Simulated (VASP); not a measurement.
# SrCl2 (Fm-3m) in VASP: further runs

The runs below take SrCl2 through relaxation of cell and atoms, with PBE.

All numbers are computed with VASP 6.6.1; they aren't measurements. Logs are shortened: lines on timing, memory, paths and dates and some standing lists are left out, and cuts for length are marked.

## (1) The cell of the first run

Symmetry: Fm-3m, No. 225, cubic system. The conventional cell has a = 6.977 Å, b = 6.977 Å, c = 6.977 Å, α = 90.00°, β = 90.00°, γ = 90.00°. Within 4.0 Å of Sr (site symmetry m-3m) lie 8 Cl at 3.02 Å. Within 4.0 Å of Cl (site symmetry -43m) lie 4 Sr at 3.02 Å and 6 Cl at 3.49 Å.

## (2) Relaxation of cell and atoms, PBE, target pressure 5 GPa, at which the enthalpy is minimised

The input, INCAR:

```
SYSTEM = SrCl2
ALGO = Normal
EDIFF = 1E-7
EDIFFG = -0.02
ENCUT = 600
GGA = PE
IBRION = 2
ISIF = 3
ISMEAR = 0
LASPH = .True.
LCHARG = .False.
LREAL = .False.
LWAVE = .False.
NELM = 80
NSW = 80
PREC = Accurate
PSTRESS = 50.0
SIGMA = 0.01
```

The input, KPOINTS:

```
k-points
0
Gamma
  6 6 6
  0 0 0
```

The input, POSCAR:

```
SrCl2
1.0
    4.9332720000      0.0000000000      0.0000000000
    2.4666360000      4.2723388758      0.0000000000
    2.4666360000      1.4241129586      4.0279997208
Sr Cl
1 2
Direct
    0.0000000000      0.0000000000      0.0000000000
    0.2500000000      0.2500000000      0.2500000000
    0.7500000000      0.7500000000      0.7500000000
```

Potentials or basis: VASP PAW PBE potentials, release 64 (Sr_sv, Cl).

Run with:

```
$ cat potpaw_PBE.64/Sr_sv/POTCAR potpaw_PBE.64/Cl/POTCAR > POTCAR
$ mpirun -np 1 vasp_std > vasp.out
```

OUTCAR:

```text
SYSTEM = SrCl2
   EDIFF = 1E-7
   EDIFFG = -0.02
   ENCUT = 600
   GGA = PE
   IBRION = 2
   ISIF = 3
   ISMEAR = 0
   LASPH = .True.
   LREAL = .False.
   NELM = 80
   NSW = 80
   PREC = Accurate
   PSTRESS = 50.0

 ion  position               nearest neighbor table
   1  0.000  0.000  0.000-   2 3.02   3 3.02   3 3.02   2 3.02   2 3.02   3 3.02   2 3.02   3 3.02

   2  0.250  0.250  0.250-   1 3.02   1 3.02   1 3.02   1 3.02
   3  0.750  0.750  0.750-   1 3.02   1 3.02   1 3.02   1 3.02

  LATTYP: Found a face centered cubic cell.
 ALAT       =     6.9767001693

  Lattice vectors:

 A1 = (   4.9332720000,   0.0000000000,   0.0000000000)
 A2 = (   2.4666360000,   4.2723388758,   0.0000000000)
 A3 = (   2.4666360000,   1.4241129586,   4.0279997208)

Analysis of symmetry for initial positions (statically):
=====================================================================
 Subroutine PRICEL returns:
 Original cell was already a primitive cell.

 Routine SETGRP: Setting up the symmetry group for a
 face centered cubic supercell.

 Subroutine GETGRP returns: Found 48 space group operations
 (whereof 48 operations were pure point group operations)
 out of a pool of 48 trial point group operations.

The static configuration has the point symmetry O_h .

Analysis of symmetry for dynamics (positions and initial velocities):
=====================================================================
 Subroutine PRICEL returns:
 Original cell was already a primitive cell.

 Routine SETGRP: Setting up the symmetry group for a
 face centered cubic supercell.

 Subroutine GETGRP returns: Found 48 space group operations
 (whereof 48 operations were pure point group operations)
 out of a pool of 48 trial point group operations.

The dynamic configuration has the point symmetry O_h .

 Subroutine INISYM returns: Found 48 space group operations
 (whereof 48 operations are pure point group operations),
 and found     1 'primitive' translations

----------------------------------------------------------------------------------------

                                     Primitive cell

  volume of cell :      84.8966

  direct lattice vectors                    reciprocal lattice vectors
     4.933272000  0.000000000  0.000000000     0.202705223 -0.117031915 -0.082754061
     2.466636000  4.272338876  0.000000000     0.000000000  0.234063830 -0.082754061
     2.466636000  1.424112959  4.027999721     0.000000000  0.000000000  0.248262182

  length of vectors
[... 64 lines left out ...]
   NGXF,Y,Z  is equivalent  to a cutoff of  26.96, 26.96, 26.96 a.u.
 SYSTEM =  SrCl2
   PREC   = accura    normal or accurate (medium, high low for compatibility)
   ISTART =      0    job   : 0-new  1-cont  2-samecut
   ICHARG =      2    charge: 1-file 2-atom 10-const
   ISPIN  =      1    spin polarized calculation?
   LNONCOLLINEAR =      F non collinear calculations
   LSORBIT =      F    spin-orbit coupling
   LASPH  =      T    aspherical Exc in radial PAW
   ENCUT  =  600.0 eV  44.10 Ry    6.64 a.u.   9.85  9.85  9.85*2*pi/ulx,y,z
   NELM   =     80;   NELMIN=  2; NELMDL= -5     # of ELM steps
   EDIFF  = 0.1E-06   stopping-criterion for ELM
   LREAL  =      F    real-space projection
   EDIFFG = -.2E-01   stopping-criterion for IOM
   NSW    =     80    number of steps for IOM
   IBRION =      2    ionic relax: 0-MD 1-quasi-New 2-CG
   NFREE  =      1    steps in history (QN), initial steepest desc. (CG)
   ISIF   =      3    stress and relaxation
   ISYM   =      2    0-nonsym 1-usesym 2-fastsym
   POTIM  = 0.5000    time-step for ionic-motion
   TEBEG  =    0.0;   TEEND  =   0.0 temperature during run
   PSTRESS=   50.0 pullay stress
   NELECT =      24.0000    total number of electrons
   NUPDOWN=      -1.0000    fix difference up-down
   EMIN   =  10.00;   EMAX   =-10.00  energy-range for DOS
   EFERMI =   0.00;   METHOD = LEGACY
   ISMEAR =     0;   SIGMA  =   0.01  broadening in eV -4-tet -1-fermi 0-gaus
   EFERMI_NEDOS =   21; number of points for ismear=-14 and -15
   IALGO  =     38    algorithm
   IMIX   =      4    mixing-type and parameters
     AMIX     =   0.40;   BMIX     =  1.00
     AMIX_MAG =   1.60;   BMIX_MAG =  1.00
  volume/ion in A,a.u.               =      28.30       190.97
  Fermi-wavevector in a.u.,A,eV,Ry     =   1.074439  2.030396 15.706832  1.154420
  Thomas-Fermi vector in A             =   2.210267
   LORBIT       =      0    0 simple, 1 ext, 2 COOP (PROOUT), +10 PAW based schemes
   GGA     = PE    functional components
   LHFCALC =     F    Hartree Fock is set to
   AEXX    =    0.0000 exact exchange contribution
   IVDW    =     0    specifies the selected vdW correction
   LEPSILON=     F    determine dielectric tensor
   LRPA    =     F    only Hartree local field effects (RPA)
 conjugate gradient relaxation of ions
 non-spin polarized calculation
 Gauss-broadening in eV      SIGMA  =   0.01
  energy-cutoff  :      600.00
  volume of cell :       84.90
 maximum number of plane-waves:      2874
   NGX = 19   NGY = 19   NGZ = 19

--------------------------------------- Ionic step        1  -------------------------------------------

 number of electron      24.0000003 magnetization

 Free energy of the ion-electron system (eV)
  ---------------------------------------------------
  ext. energy  EPLUGINS =         0.00000000
  ---------------------------------------------------
  free energy    TOTEN  =       -12.78261923 eV

  energy without entropy =      -12.78261923  energy(sigma->0) =      -12.78261923

------------------------ aborting loop because EDIFF is reached ----------------------------------------

  FORCE on cell =-STRESS in cart. coord.  units (eV):
  Direction    XX          YY          ZZ          XY          YZ          ZX
  --------------------------------------------------------------------------------------
  -------------------------------------------------------------------------------------
  Total        0.5896971      0.5896971      0.5896971      0.0000000     -0.0000000      0.0000000
  in kB       11.1288278     11.1288278     11.1288278      0.0000000     -0.0000000      0.0000000
  external PRESSURE =     -38.8711722 kB  Pullay stress =      50.0000000 kB
[... 65 lines left out ...]
--------------------------------------- Ionic step        3  -------------------------------------------

 number of electron      23.9999997 magnetization

 Free energy of the ion-electron system (eV)
  ---------------------------------------------------
  ext. energy  EPLUGINS =         0.00000000
  ---------------------------------------------------
  free energy    TOTEN  =       -12.65799988 eV

  energy without entropy =      -12.65799988  energy(sigma->0) =      -12.65799988

 E-fermi :   0.8456     XC(G=0):  -8.6505

 val. band max:        0.7332895212   @ k =   0.5000   0.5000   0.0000
 cond. band min:       6.1854219860   @ k =   0.5000   0.5000   0.0000
 fundamental gap:      5.4521324648
 Fermi energy:         0.8455956728

 k-point     1 :       0.0000    0.0000    0.0000
  band No.  band energies     occupation
      1     -31.8929      2.00000
      2     -13.9248      2.00000
      3     -13.9248      2.00000
      4     -13.9248      2.00000
      5     -12.8495      2.00000
      6     -11.8147      2.00000
[... 327 lines left out ...]
  energy  without entropy=      -12.6579998812  energy(sigma->0) =      -12.65799988

  enthalpy is  TOTEN    =       -10.2217537415 eV   P V=        2.4362461398

 reached required accuracy - stopping structural energy minimisation
```

OSZICAR:

```text
N       E                     dE             d eps       ncg     rms          rms(c)
DAV:   1     0.160943800996E+03    0.16094E+03   -0.12406E+04   512   0.149E+03
DAV:   2    -0.319216838759E+01   -0.16414E+03   -0.15997E+03   672   0.267E+02
DAV:   3    -0.127170567139E+02   -0.95249E+01   -0.95141E+01   744   0.675E+01
[... 31 lines left out ...]
DAV:   7    -0.126579995457E+02    0.16394E-05   -0.56728E-06   768   0.194E-02    0.510E-03
DAV:   8    -0.126579996684E+02   -0.12268E-06   -0.47015E-07   664   0.544E-03    0.205E-03
DAV:   9    -0.126580000540E+02   -0.38553E-06   -0.11646E-07   424   0.301E-03    0.113E-03
DAV:  10    -0.126579999155E+02    0.13843E-06   -0.19396E-08   360   0.115E-03    0.335E-04
DAV:  11    -0.126579998812E+02    0.34311E-07   -0.39636E-09   328   0.509E-04
   3 F= -.10221754E+02 E0= -.10221754E+02  d E =-.885472E-01
```

CONTCAR:

```text
SrCl2
   1.00000000000000
     4.7972488412446150   -0.0000000000000000    0.0000000000000000
     2.3986244206223075    4.1545393648145792    0.0000000000000000
     2.3986244206223075    1.3848464549381931    3.9169372767490791
  Sr              Cl
     1     2
Direct
     0.0000000000000000    0.0000000000000000    0.0000000000000000
     0.2500000000000000    0.2500000000000000    0.2500000000000000
     0.7500000000000000    0.7500000000000000    0.7500000000000000

  0.00000000E+00  0.00000000E+00  0.00000000E+00
  0.00000000E+00  0.00000000E+00  0.00000000E+00
  0.00000000E+00  0.00000000E+00  0.00000000E+00
```

Wall time 57 s (1 thread of Intel Xeon Platinum 8488C (Sapphire Rapids), shared host); peak memory 0.24 GiB.

What came out:

- Free energy: -12.6580 eV
- Relaxed volume: 26.02 Å³/atom
- Relaxed cell: a = 4.797 Å, b = 4.797 Å, c = 4.797 Å, α = 60.00°, β = 60.00°, γ = 60.00°
- Space group after relaxing (to 0.1 Å): Fm-3m (No. 225)
- Energy change on relaxing (the run minimises the enthalpy): +41.5 meV/atom
- Ionic steps: 3
- Pressure after relaxing: 5.0 GPa
- Band gap on the k mesh: 5.45 eV

The path:
```csv
step,energy change (eV),largest force (eV/Å),pressure (GPa),volume (Å³)
1,0.0000,0.0000,1.11,84.90
2,0.1701,0.0000,5.98,76.74
3,0.1246,0.0000,5.01,78.07
```

Final structure:
```
CELL_PARAMETERS angstrom
4.79725 0.00000 0.00000
2.39862 4.15454 0.00000
2.39862 1.38485 3.91694
ATOMIC_POSITIONS crystal
Sr 0.00000 0.00000 0.00000
Cl 0.25000 0.25000 0.25000
Cl 0.75000 0.75000 0.75000
```

Levels at points of the mesh, in eV from the valence-band top:
```csv
k point,band 9,band 10,band 11,band 12,band 13,band 14,band 15,band 16
"(0.00, 0.00, 0.00)",-2.44,-0.37,-0.37,-0.37,5.67,6.04,6.04,9.17
"(0.50, 0.00, 0.00)",-1.65,-1.47,-1.16,-1.16,6.77,6.77,7.79,7.98
"(0.50, 0.50, 0.00)",-2.08,-0.47,-0.47,0.00,5.45,7.26,7.80,8.25
```

Caveat: the cell is relaxed towards a set pressure, so the run minimises the enthalpy, not the energy.

## (3) Relaxation of cell and atoms, PBE, target pressure 10 GPa, at which the enthalpy is minimised

The input, INCAR:

```
SYSTEM = SrCl2
  PREC = Accurate
  ENCUT = 600
  EDIFF = 1E-6
  ISMEAR = 0
  SIGMA = 0.01
  LREAL = .FALSE.
  LASPH = .TRUE.
  NELM = 80
  ALGO = Normal
  ISIF = 3
  LWAVE = .FALSE.
  LCHARG = .FALSE.
  GGA = PE
  IBRION = 2
  NSW = 80
  EDIFFG = -0.02
  PSTRESS = 100.0
```

The input, KPOINTS:

```
Automatic mesh
0
G
  6 6 6
  0 0 0
```

POSCAR is that of step 2.

Potentials or basis: VASP PAW PBE potentials, release 64 (Sr_sv, Cl).

Run with:

```
$ cat potpaw_PBE.64/Sr_sv/POTCAR potpaw_PBE.64/Cl/POTCAR > POTCAR
$ mpirun -np 1 vasp_std > vasp.out
```

OUTCAR:

```text
SYSTEM = SrCl2
   PREC = Accurate
   ENCUT = 600
   EDIFF = 1E-6
   ISMEAR = 0
   LREAL = .FALSE.
   LASPH = .TRUE.
   NELM = 80
   ISIF = 3
   GGA = PE
   IBRION = 2
   NSW = 80
   EDIFFG = -0.02
   PSTRESS = 100.0

 ion  position               nearest neighbor table
   1  0.000  0.000  0.000-   2 3.02   3 3.02   3 3.02   2 3.02   2 3.02   3 3.02   2 3.02   3 3.02

   2  0.250  0.250  0.250-   1 3.02   1 3.02   1 3.02   1 3.02
   3  0.750  0.750  0.750-   1 3.02   1 3.02   1 3.02   1 3.02

  LATTYP: Found a face centered cubic cell.
 ALAT       =     6.9767001693

  Lattice vectors:

 A1 = (   4.9332720000,   0.0000000000,   0.0000000000)
 A2 = (   2.4666360000,   4.2723388758,   0.0000000000)
 A3 = (   2.4666360000,   1.4241129586,   4.0279997208)

Analysis of symmetry for initial positions (statically):
=====================================================================
 Subroutine PRICEL returns:
 Original cell was already a primitive cell.

 Routine SETGRP: Setting up the symmetry group for a
 face centered cubic supercell.

 Subroutine GETGRP returns: Found 48 space group operations
 (whereof 48 operations were pure point group operations)
 out of a pool of 48 trial point group operations.

The static configuration has the point symmetry O_h .

Analysis of symmetry for dynamics (positions and initial velocities):
[... 158 lines left out ...]
  Direction    XX          YY          ZZ          XY          YZ          ZX
  --------------------------------------------------------------------------------------
  -------------------------------------------------------------------------------------
  Total        0.5893684      0.5893684      0.5893684     -0.0000000     -0.0000000      0.0000000
  in kB       11.1226239     11.1226239     11.1226239     -0.0000000     -0.0000000      0.0000000
  external PRESSURE =     -88.8773761 kB  Pullay stress =     100.0000000 kB
[... 26 lines left out ...]
--------------------------------------- Ionic step        2  -------------------------------------------

 number of electron      23.9999998 magnetization

 E-fermi :   2.0230     XC(G=0):  -9.3505

 val. band max:        1.9561695094   @ k =   0.5000   0.5000   0.0000
 cond. band min:       7.2212129815   @ k =   0.5000   0.5000   0.0000
 fundamental gap:      5.2650434721
 Fermi energy:         2.0229553610

 k-point     1 :       0.0000    0.0000    0.0000
  band No.  band energies     occupation
      1     -30.2947      2.00000
      2     -12.4163      2.00000
      3     -12.4163      2.00000
      4     -12.4163      2.00000
      5     -12.2237      2.00000
      6     -10.7818      2.00000
[... 331 lines left out ...]
--------------------------------------- Ionic step        3  -------------------------------------------

 number of electron      24.0000003 magnetization

 Free energy of the ion-electron system (eV)
  ---------------------------------------------------
  ext. energy  EPLUGINS =         0.00000000
  ---------------------------------------------------
  free energy    TOTEN  =       -12.39158506 eV

  energy without entropy =      -12.39158506  energy(sigma->0) =      -12.39158506

 E-fermi :   1.4238     XC(G=0):  -9.0016

 val. band max:        1.3269077179   @ k =   0.5000   0.5000   0.0000
 cond. band min:       6.6977254775   @ k =   0.5000   0.5000   0.0000
 fundamental gap:      5.3708177596
 Fermi energy:         1.4237584870

 k-point     1 :       0.0000    0.0000    0.0000
  band No.  band energies     occupation
      1     -31.0914      2.00000
      2     -13.1663      2.00000
      3     -13.1663      2.00000
      4     -13.1663      2.00000
      5     -12.5445      2.00000
      6     -11.3143      2.00000
[... 327 lines left out ...]
  energy  without entropy=      -12.3915850632  energy(sigma->0) =      -12.39158506

  enthalpy is  TOTEN    =        -7.8823730975 eV   P V=        4.5092119657

 reached required accuracy - stopping structural energy minimisation
```

OSZICAR:

```text
N       E                     dE             d eps       ncg     rms          rms(c)
DAV:   1     0.160943800996E+03    0.16094E+03   -0.12406E+04   512   0.149E+03
DAV:   2    -0.319216838759E+01   -0.16414E+03   -0.15997E+03   672   0.267E+02
DAV:   3    -0.127170567139E+02   -0.95249E+01   -0.95141E+01   744   0.675E+01
[... 28 lines left out ...]
DAV:   5    -0.123915706192E+02   -0.30920E-02   -0.71763E-03   912   0.469E-01    0.187E-01
DAV:   6    -0.123915652927E+02    0.53265E-05   -0.98253E-04   624   0.233E-01    0.846E-02
DAV:   7    -0.123915906052E+02   -0.25313E-04   -0.10641E-04   664   0.912E-02    0.495E-02
DAV:   8    -0.123915845226E+02    0.60827E-05   -0.22458E-05   680   0.391E-02    0.223E-02
DAV:   9    -0.123915850632E+02   -0.54062E-06   -0.23959E-06   536   0.136E-02
   3 F= -.78823731E+01 E0= -.78823731E+01  d E =-.398579E+00
```

Wall time 51 s (1 thread of Intel Xeon Platinum 8488C (Sapphire Rapids), shared host); peak memory 0.24 GiB.

What came out:

```yaml
Free_energy: -12.3916 eV
Relaxed_volume: 24.08 Å³/atom
Relaxed_cell: a = 4.675 Å, b = 4.675 Å, c = 4.675 Å, α = 60.00°, β = 60.00°, γ = 60.00°
Space_group_after_relaxing_to_0.1_Å: Fm-3m (No. 225)
Energy_change_on_relaxing_the_run_minimises_the_enthalpy: +130.3 meV/atom
Ionic_steps: 3
Pressure_after_relaxing: 10.0 GPa
Band_gap_on_the_k_mesh: 5.37 eV
```

The path:
| step | energy change (eV) | largest force (eV/Å) | pressure (GPa) | volume (Å³) |
| --- | --- | --- | --- | --- |
| 1 | 0.0000 | 0.0000 | 1.11 | 84.90 |
| 2 | 0.8135 | 0.0000 | 16.39 | 67.03 |
| 3 | 0.3910 | 0.0000 | 9.98 | 72.25 |

Final structure:
```cif
data_structure
_symmetry_space_group_name_H-M 'P 1'
_symmetry_Int_Tables_number 1
_cell_length_a 4.6749
_cell_length_b 4.6749
_cell_length_c 4.6749
_cell_angle_alpha 60.000
_cell_angle_beta 60.000
_cell_angle_gamma 60.000
_cell_volume 72.25
loop_
_atom_site_label
_atom_site_type_symbol
_atom_site_fract_x
_atom_site_fract_y
_atom_site_fract_z
_atom_site_occupancy
Sr1 Sr 0.00000 0.00000 0.00000 1
Cl1 Cl 0.25000 0.25000 0.25000 1
Cl2 Cl 0.75000 0.75000 0.75000 1
```

Caveat: the cell is relaxed towards a set pressure, so the run minimises the enthalpy, not the energy.

## (4) Relaxation of cell and atoms, PBE, target pressure 20 GPa, at which the enthalpy is minimised

The input, INCAR:

```
ALGO = Normal
EDIFF = 1E-7
EDIFFG = -0.02
ENCUT = 600
GGA = PE
IBRION = 2
ISIF = 3
ISMEAR = 0
LASPH = True
LCHARG = False
LREAL = False
LWAVE = False
NELM = 80
NSW = 80
PREC = Accurate
PSTRESS = 200.0
SIGMA = 0.01
```

The input, KPOINTS:

```
k-points
0
Gamma
  6 6 6
```

POSCAR is that of step 3.

Run with:

```
$ cat potpaw_PBE.64/Sr_sv/POTCAR potpaw_PBE.64/Cl/POTCAR > POTCAR
$ mpirun -np 1 vasp_std > vasp.out
```

It took 1.9 min on 1 thread of Intel Xeon Platinum 8488C (Sapphire Rapids), shared host; peak memory 0.25 GiB.

The run converged. Its results:

```yaml
Free_energy: -11.7080 eV
Relaxed_volume: 21.58 Å³/atom
Relaxed_cell: a = 4.507 Å, b = 4.507 Å, c = 4.507 Å, α = 60.00°, β = 60.00°, γ = 60.00°
Space_group_after_relaxing_to_0.1_Å: Fm-3m (No. 225)
Energy_change_on_relaxing_the_run_minimises_the_enthalpy: +358.2 meV/atom
Ionic_steps: 7
Pressure_after_relaxing: 20.0 GPa
Band_gap_on_the_k_mesh: 5.21 eV
```

Step by step:
```
step  energy change (eV)  largest force (eV/Å)  pressure (GPa)  volume (Å³)
   1              0.0000                0.0000            1.11        84.90
   2              4.5447                0.0000           64.06        50.15
   3              0.9729                0.0000           18.60        65.57
   4              1.0526                0.0000           19.70        64.90
   5              1.0980                0.0000           20.32        64.54
   6              1.0523                0.0000           19.70        64.91
   7              1.0746                0.0000           20.00        64.73
```

Final structure:
```
Sr Cl
1.0
     4.50675    0.00000    0.00000
     2.25337    3.90296    0.00000
     2.25337    1.30099    3.67974
Sr Cl
1 2
Direct
  0.00000 0.00000 0.00000
  0.25000 0.25000 0.25000
  0.75000 0.75000 0.75000
```

Levels at points of the mesh, in eV from the valence-band top:
| k point | band 9 | band 10 | band 11 | band 12 | band 13 | band 14 | band 15 | band 16 |
| --- | --- | --- | --- | --- | --- | --- | --- | --- |
| (0.00, 0.00, 0.00) | -3.28 | -0.46 | -0.46 | -0.46 | 5.72 | 5.72 | 6.43 | 9.45 |
| (0.50, 0.00, 0.00) | -2.03 | -1.86 | -1.43 | -1.43 | 6.73 | 6.73 | 8.08 | 8.36 |
| (0.50, 0.50, 0.00) | -2.54 | -0.68 | -0.68 | 0.00 | 5.21 | 7.72 | 8.13 | 8.68 |

Caveat: the cell is relaxed towards a set pressure, so the run minimises the enthalpy, not the energy; the volume moved by over 15 % at a fixed basis, so the end points are rough.

## (5) The runs side by side

```tsv
cell	gap on the mesh (eV)	pressure (GPa)
relaxed to 5 GPa	5.45	5.0
relaxed to 10 GPa	5.37	10.0
relaxed to 20 GPa	5.21	20.0
```

Alike in all rows: task relaxation of cell and atoms; level PBE; potentials or basis VASP PAW PBE potentials, release 64 (Sr_sv, Cl); no spin polarisation; k mesh 6 × 6 × 6; cutoff (eV) 600; smearing gaussian 0.01 eV.

Caveats: the cell is relaxed towards a set pressure, so the run minimises the enthalpy, not the energy; the volume moved by over 15 % at a fixed basis, so the end points are rough (at least some runs).

Total energies depend on the potentials used, so only differences within one code and one set of settings carry meaning.
